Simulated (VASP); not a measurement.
Here is a VASP 6.6.1 calculation.

The input INCAR:

```
ALGO = Fast
EDIFF = 1E-6
EDIFFG = -0.01
ENCUT = 600
GGA = PS
IBRION = 2
ISIF = 3
ISMEAR = -1
LASPH = True
LCHARG = False
LREAL = False
LWAVE = False
NELM = 60
NSW = 60
PREC = Accurate
SIGMA = 0.05
```

File KPOINTS:

```
k-points
0
Gamma
  11 11 11
```

File POSCAR:

```
Ag
1.0
   -1.6556540000      1.6556540000      1.6556540000
    1.6556540000     -1.6556540000      1.6556540000
    1.6556540000      1.6556540000     -1.6556540000
Ag
1
Direct
    0.0000000000      0.0000000000      0.0000000000
```

Potentials or basis: VASP PAW PBE potentials, release 64 (Ag).

Launch:

```sh
$ cat potpaw_PBE.64/Ag/POTCAR > POTCAR
$ mpirun -np 1 vasp_std > vasp.out
```

What does it give for the space group after relaxing (to 0.05 Å)?

Im-3m (No. 229).

Estimate the relaxed cell.

a = 2.792 Å, b = 2.792 Å, c = 2.792 Å, α = 109.47°, β = 109.47°, γ = 109.47°.

Predict the relaxed volume.

16.76 Å³/atom.

Step by step:
```tsv
step	energy change (eV)	largest force (eV/Å)	pressure (GPa)	volume (Å³)
1	0.0000	0.0000	-7.33	18.15
2	-0.0235	0.0000	5.91	16.06
3	-0.0352	0.0000	-0.53	16.76
4	-0.0351	0.0000	0.44	16.70
5	-0.0352	0.0000	0.25	16.73
6	-0.0352	0.0000	-0.15	16.78
7	-0.0352	0.0000	-0.06	16.76
```

Caveat: the PAW data sets were made with another functional, which shifts forces and pressure a little.
